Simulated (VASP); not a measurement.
# Ni (Fm-3m) in VASP: a series of runs, part 2 of 2

VASP 6.6.1.

## 4. Single point, LDA (11.24 Å³/atom)

This run uses another cell than the first one, of 11.24 Å³/atom.

Contents of INCAR:

```
SYSTEM = Ni
ALGO = Normal
EDIFF = 1E-7
ENCUT = 520
ISIF = 2
ISMEAR = 0
LASPH = .True.
LCHARG = .True.
LELF = .True.
LREAL = .False.
LVHAR = .True.
LWAVE = .False.
NBANDS = 11
NELM = 80
PREC = Accurate
SIGMA = 0.15
```

Contents of KPOINTS:

```
k-points
0
Gamma
  24 24 24
  0 0 0
```

Contents of POSCAR:

```
Ni
1.0
    0.0000000000      1.7780249946      1.7780249946
    1.7780249946      0.0000000000      1.7780249946
    1.7780249946      1.7780249946      0.0000000000
Ni
1
Direct
    0.0000000000      0.0000000000      0.0000000000
```

Potentials or basis: VASP PAW LDA potentials, release 64 (Ni).

Command:

```console
$ cat potpaw_LDA.64/Ni/POTCAR > POTCAR
$ mpirun -np 1 vasp_std > vasp.out
```

OUTCAR:

```text
SYSTEM = Ni
   EDIFF = 1E-7
   ENCUT = 520
   ISIF = 2
   ISMEAR = 0
   LASPH = .True.
   LREAL = .False.
   NELM = 80
   PREC = Accurate

 ion  position               nearest neighbor table
   1  0.000  0.000  0.000-

  LATTYP: Found a face centered cubic cell.
 ALAT       =     3.5560499892

  Lattice vectors:

 A1 = (   0.0000000000,   1.7780249946,   1.7780249946)
 A2 = (   1.7780249946,   0.0000000000,   1.7780249946)
 A3 = (   1.7780249946,   1.7780249946,   0.0000000000)
[... 513 lines left out ...]
     10      32.4367      0.00000
     11      36.2681      0.00000

 [... further k-points ...]

------------------------ aborting loop because EDIFF is reached ----------------------------------------

  FORCE on cell =-STRESS in cart. coord.  units (eV):
  Direction    XX          YY          ZZ          XY          YZ          ZX
  --------------------------------------------------------------------------------------
  -------------------------------------------------------------------------------------
  Total       -1.5774050     -1.5774050     -1.5774050     -0.0000000      0.0000000     -0.0000000
  in kB     -224.8071957   -224.8071957   -224.8071957     -0.0000000      0.0000000     -0.0000000
  external PRESSURE =    -224.8071957 kB  Pullay stress =       0.0000000 kB

 VOLUME and BASIS-vectors are now :
 -----------------------------------------------------------------------------
  energy-cutoff  :      520.00
  volume of cell :       11.24
      direct lattice vectors                 reciprocal lattice vectors
     0.000000000  1.778024995  1.778024995    -0.281210895  0.281210895  0.281210895
     1.778024995  0.000000000  1.778024995     0.281210895 -0.281210895  0.281210895
     1.778024995  1.778024995  0.000000000     0.281210895  0.281210895 -0.281210895

 POSITION                                       TOTAL-FORCE (eV/Angst)
 -----------------------------------------------------------------------------------
      0.00000      0.00000      0.00000         0.000000      0.000000      0.000000
 -----------------------------------------------------------------------------------
    total drift:                                0.000000      0.000000      0.000000

  FREE ENERGIE OF THE ION-ELECTRON SYSTEM (eV)
  ---------------------------------------------------
  free  energy   TOTEN  =        -6.4624537934 eV

  energy  without entropy=       -6.4213297979  energy(sigma->0) =       -6.44189180
```

stdout:

```text
POSCAR found type information on POSCAR Ni
 POSCAR found :  1 types and       1 ions
 scaLAPACK will be used
 LDA part: xc-table for (Slater(with rela. corr.)+CA(PZ))
 , standard interpolation
 POSCAR, INCAR and KPOINTS ok, starting setup
 FFT: planning ... GRIDC
 FFT: planning ... GRID_SOFT
 FFT: planning ... GRID
 WAVECAR not read
 entering main loop
```

Wall time 78 s (1 thread of Intel Xeon Platinum 8259CL at 2.50GHz (Skylake/Cascade Lake), shared host); peak memory 0.16 GiB.

What came out:

```
Free energy            : -6.4625 eV
Pressure               : -22.5 GPa
Band gap on the k mesh : zero (bands 5 and 6 overlap by 0.90 eV)
```

Levels at points of the mesh, in eV from the Fermi level:
```csv
k point,band 1,band 2,band 3,band 4,band 5,band 6,band 7,band 8,band 9,band 10
"(0.00, 0.00, 0.00)",-8.58,-1.79,-1.79,-1.79,-0.71,-0.71,23.65,27.18,27.18,27.18
"(0.50, 0.00, 0.00)",-4.25,-1.81,-1.81,-0.03,-0.02,-0.02,5.83,22.18,24.21,24.21
"(0.50, 0.50, 0.00)",-4.07,-3.53,-0.01,0.15,0.15,2.61,9.28,14.66,14.66,19.68
```

Caveat: the cell stands under tension; the run has no spin polarisation, though such a crystal can be magnetic. Spin polarisation is off, so any magnetic state and its effect on volume and gap are missing.

## 5. Single point, LDA (11.84 Å³/atom)

This run uses another cell than the first one, of 11.84 Å³/atom.

Contents of INCAR:

```
  PREC = Accurate
  ENCUT = 520
  EDIFF = 1E-6
  ISMEAR = 0
  SIGMA = 0.15
  LREAL = F
  LASPH = T
  NELM = 100
  ALGO = Normal
  ISIF = 2
  LWAVE = F
  LCHARG = F
  NBANDS = 11
```

Contents of KPOINTS:

```
regular mesh
0
Gamma
  24 24 24
```

Contents of POSCAR:

```
Ni
1.0
    0.0000000000      1.8092629499      1.8092629499
    1.8092629499      0.0000000000      1.8092629499
    1.8092629499      1.8092629499      0.0000000000
Ni
1
Direct
    0.0000000000      0.0000000000      0.0000000000
```

Potentials or basis: VASP PAW LDA potentials, release 64 (Ni).

Command:

```console
$ cat potpaw_LDA.64/Ni/POTCAR > POTCAR
$ mpirun -np 1 vasp_std > vasp.out
```

OUTCAR:

```text
PREC = Accurate
   ENCUT = 520
   EDIFF = 1E-6
   ISMEAR = 0
   LREAL = F
   LASPH = T
   NELM = 100
   ISIF = 2

 ion  position               nearest neighbor table
   1  0.000  0.000  0.000-

  LATTYP: Found a face centered cubic cell.
 ALAT       =     3.6185258998

  Lattice vectors:

 A1 = (   0.0000000000,   1.8092629499,   1.8092629499)
 A2 = (   1.8092629499,   0.0000000000,   1.8092629499)
 A3 = (   1.8092629499,   1.8092629499,   0.0000000000)

Analysis of symmetry for initial positions (statically):
=====================================================================
 Subroutine PRICEL returns:
 Original cell was already a primitive cell.

 Routine SETGRP: Setting up the symmetry group for a
 face centered cubic supercell.

 Subroutine GETGRP returns: Found 48 space group operations
 (whereof 48 operations were pure point group operations)
 out of a pool of 48 trial point group operations.

The static configuration has the point symmetry O_h .

Analysis of symmetry for dynamics (positions and initial velocities):
=====================================================================
 Subroutine PRICEL returns:
[... 168 lines left out ...]
      3       6.0532      2.00000
      4       6.0532      2.00000
      5       7.0493      2.00000
      6       7.0493      2.00000
      7      30.9208      0.00000
      8      34.0444      0.00000
      9      34.0444      0.00000
     10      34.0444      0.00000
     11      36.8441      0.00000
[... 309 lines left out ...]
 k-point    24 :       0.4583    0.0417    0.0000
  band No.  band energies     occupation
      1       3.6975      2.00000
      2       6.0183      2.00000
      3       6.0732      2.00000
      4       7.0044      2.00000
      5       7.6764      1.23040
      6       7.9964      0.00645
      7      13.9464      0.00000
      8      29.2446      0.00000
      9      30.2438      0.00000
     10      30.8604      0.00000
     11      34.7297      0.00000

 [... further k-points ...]

------------------------ aborting loop because EDIFF is reached ----------------------------------------

  FORCE on cell =-STRESS in cart. coord.  units (eV):
  Direction    XX          YY          ZZ          XY          YZ          ZX
  --------------------------------------------------------------------------------------
  -------------------------------------------------------------------------------------
  Total       -2.1092440     -2.1092440     -2.1092440     -0.0000000      0.0000000     -0.0000000
  in kB     -285.3003669   -285.3003669   -285.3003669     -0.0000000      0.0000000     -0.0000000
  external PRESSURE =    -285.3003669 kB  Pullay stress =       0.0000000 kB

 VOLUME and BASIS-vectors are now :
 -----------------------------------------------------------------------------
  energy-cutoff  :      520.00
  volume of cell :       11.84
      direct lattice vectors                 reciprocal lattice vectors
     0.000000000  1.809262950  1.809262950    -0.276355629  0.276355629  0.276355629
     1.809262950  0.000000000  1.809262950     0.276355629 -0.276355629  0.276355629
     1.809262950  1.809262950  0.000000000     0.276355629  0.276355629 -0.276355629

 POSITION                                       TOTAL-FORCE (eV/Angst)
 -----------------------------------------------------------------------------------
      0.00000      0.00000      0.00000        -0.000000      0.000000     -0.000000
 -----------------------------------------------------------------------------------
    total drift:                                0.000000      0.000000      0.000000

  FREE ENERGIE OF THE ION-ELECTRON SYSTEM (eV)
  ---------------------------------------------------
  free  energy   TOTEN  =        -6.3657504034 eV

  energy  without entropy=       -6.3227421907  energy(sigma->0) =       -6.34424630
```

Run time: 89 s. Hardware: 1 thread of Intel Xeon Platinum 8259CL at 2.50GHz (Skylake/Cascade Lake), shared host; peak memory 0.16 GiB.

Results:

* Free energy: -6.3658 eV
* Pressure: -28.5 GPa
* Band gap on the k mesh: zero (bands 5 and 6 overlap by 0.83 eV)

Levels at points of the mesh, in eV from the Fermi level:
```
           k point  band 3  band 4  band 5  band 6  band 7  band 8
(0.00, 0.00, 0.00)   -1.65   -1.65   -0.66   -0.66   23.21   26.34
(0.50, 0.00, 0.00)   -1.68   -0.02   -0.02    0.07    5.49   21.77
(0.50, 0.50, 0.00)   -0.02    0.13    0.13    2.59    8.84   14.20
```

Caveat: the cell stands under tension; the run has no spin polarisation, though such a crystal can be magnetic.

## 6. Summary

```csv
cell,gap on the mesh (eV),pressure (GPa)
"a = 2.421 Å, angles 60.0°, 1 atom",none,-1.0
"a = 2.469 Å, angles 60.0°, 1 atom",none,-13.7
"a = 2.515 Å, angles 60.0°, 1 atom",none,-22.5
"a = 2.559 Å, angles 60.0°, 1 atom",none,-28.5
```

Alike in all rows: task single point; level LDA; potentials or basis VASP PAW LDA potentials, release 64 (Ni); no spin polarisation; k mesh 24 × 24 × 24; cutoff (eV) 520; smearing gaussian 0.15 eV.

Caveats: the run has no spin polarisation, though such a crystal can be magnetic; the cell stands under tension (at least some runs).

Total energies depend on the potentials used, so only differences within one code and one set of settings carry meaning.
